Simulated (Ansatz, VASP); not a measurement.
**InO: VASP beside Ansatz**

POSCAR

```
InO
1.0
    3.1773246972      0.0000000000      0.0000000000
   -1.5886623486      2.7516439038      0.0000000000
    0.0000000000      0.0000000000     16.5121840000
In O
2 2
Direct
    0.6666666667      0.3333333333      0.5900210000
    0.6666666667      0.3333333333      0.4099790000
    0.0000000000      0.0000000000      0.6398670000
    0.0000000000      0.0000000000      0.3601330000
```

INCAR.step1

```
PREC = Accurate
ENCUT = 520
ISMEAR = 0
SIGMA = 0.05
LREAL = F
LASPH = T
NELM = 100
NBANDS = 27
GGA = PE
ALGO = Normal
EDIFF = 1E-4
LWAVE = T
LCHARG = F
```

The input INCAR.step2:

```
PREC = Accurate
ENCUT = 520
EDIFF = 1E-6
ISMEAR = 0
SIGMA = 0.05
LREAL = F
LASPH = T
NELM = 100
ALGO = Normal
ISIF = 2
LWAVE = F
LCHARG = T
METAGGA = R2SCAN
LMIXTAU = T
LELF = T
LVHAR = T
NBANDS = 27
ISTART = 1
```

Contents of KPOINTS:

```
regular mesh
0
Gamma
  12 12 2
```

Input for Ansatz:

```yaml
crystal:
  lattice:
    - [3.1773246972, 0.0, 0.0]
    - [-1.5886623486, 2.7516439038, 0.0]
    - [0.0, 0.0, 16.512184]
  atoms:
    - { symbol: In, position: [0.6666666667, 0.3333333333, 0.590021] }
    - { symbol: In, position: [0.6666666667, 0.3333333333, 0.409979] }
    - { symbol: O, position: [0.0, 0.0, 0.639867] }
    - { symbol: O, position: [0.0, 0.0, 0.360133] }
basis:
  ecutwfc: 500
kpoints:
  mp_grid: { grid: [12, 12, 2] }
hamiltonian:
  xc: r2scan
scf:
  occupations: { method: gaussian, width: 0.05 }
output:
  forces: true
  stress: true
  eigenvalues: true
```

Change from the starting cell: strain -0.080 along x and y, +0.040 along z, atoms carried along.

Alike in both runs: task single point; functional r2SCAN; k mesh 12 × 12 × 2; occupations gaussian, width 0.05 eV; no spin polarisation.

|  | VASP | Ansatz |
| --- | --- | --- |
| version | VASP 6.6.1 | Ansatz 0.2.0 |
| potentials or method | VASP PAW PBE potentials, release 64 (In_d, O), cutoff 520 eV | scalar-relativistic, plane waves, PAW |
| valence electrons in the cell | 38 | 38 |

```csv
,VASP,Ansatz,Ansatz less VASP
gap on the k mesh at the Fermi level (eV),0.27,0.24,-0.029
least direct gap on the mesh (eV),2.03,2.02,-0.007
rms of the force components (eV/Å),1.034,0.993,-0.0414
```

VASP's potentials were made for PBE, not for r2SCAN. Atom by atom the forces differ by 0.043 eV/Å (rms over components). The functional is the same, so the differences come from potentials, cutoffs and numerics.
